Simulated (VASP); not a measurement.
Write the native input for VASP 6.6.1 that does the following.

| Property | Result |
| --- | --- |
| Task | single point |
| Functional | PBEsol |
| Potentials or basis | VASP PAW PBE potentials, release 64 (Rb_sv) |
| Cutoff | 520 eV |
| k mesh | 8 × 8 × 8 |
| Occupations | fermi-dirac, width 0.05 eV |
| Spin | no spin polarisation |
| Dipole correction | no |
| Further INCAR settings | ALGO = Normal; EDIFF = 1e-06; NBANDS = 16 |

The structure of Rb lies in POSCAR:

```
Rb
1.0
    0.0000000000      3.7337249063      3.7337249063
    3.7337249063      0.0000000000      3.7337249063
    3.7337249063      3.7337249063      0.0000000000
Rb
2
Direct
   -0.1250000000     -0.1250000000     -0.1250000000
    0.1250000000      0.1250000000      0.1250000000
```

This isn't the form of Rb at room conditions, which is bcc.

One way to write it, as run:

INCAR

```
PREC = Accurate
ENCUT = 520
EDIFF = 1E-6
ISMEAR = -1
SIGMA = 0.05
LREAL = F
LASPH = T
NELM = 80
ALGO = Normal
ISIF = 2
LWAVE = F
LCHARG = T
GGA = PS
LELF = T
LVHAR = T
NBANDS = 16
```

KPOINTS

```
Automatic mesh
0
Gamma
  8 8 8
```

Potentials or basis: VASP PAW PBE potentials, release 64 (Rb_sv).

Command:

```bash
$ cat potpaw_PBE.64/Rb_sv/POTCAR > POTCAR
$ mpirun -np 1 vasp_std > vasp.out
```

It gave:

```
Pressure               : 3.9 GPa
Band gap on the k mesh : zero (bands 9 and 10 overlap by 0.13 eV)
```

Caveat: the cell stands under pressure; the PAW data sets were made with another functional, which shifts forces and pressure a little.

It took 50 s on 1 thread of AMD EPYC 9R14 (Zen 4), with other jobs on the host, peak memory 0.21 GiB.
